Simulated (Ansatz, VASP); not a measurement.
**One calculation of In2As2H, two programs**

```
As In H
1.0
     4.32207    0.00000    0.00000
    -2.16104    3.74302    0.00000
     0.00000    0.00000   21.73869
As In H
2 2 1
Direct
  0.00000 0.00000 0.18400
  0.33333 0.66667 0.35571
  0.33333 0.66667 0.22459
  0.66667 0.33333 0.38819
  0.33333 0.55556 0.53999
```

Alike in both runs: task single point; functional PBE; dispersion D3(BJ); k mesh 6 × 6 × 1; occupations gaussian, width 0.1 eV; no spin polarisation.

```csv
,VASP,Ansatz
version,VASP 6.6.1,Ansatz 0.2.0
potentials or method,"VASP PAW PBE potentials, release 64 (As, In_d, H), cutoff 520 eV","scalar-relativistic, plane waves, PAW"
valence electrons in the cell,37,57
```

```tsv
	VASP	Ansatz	Ansatz less VASP
gap on the k mesh at the Fermi level (eV)	none	none	-
rms of the force components (eV/Å)	0.126	0.125	-0.0011
```

A gap of «none» marks a metal or a gap that the smearing closes. VASP's potentials hold 37 valence electrons a cell and Ansatz's 57, so a difference there can come from the potentials and not from the codes. Ansatz's warnings: xc potential rough in thin density.
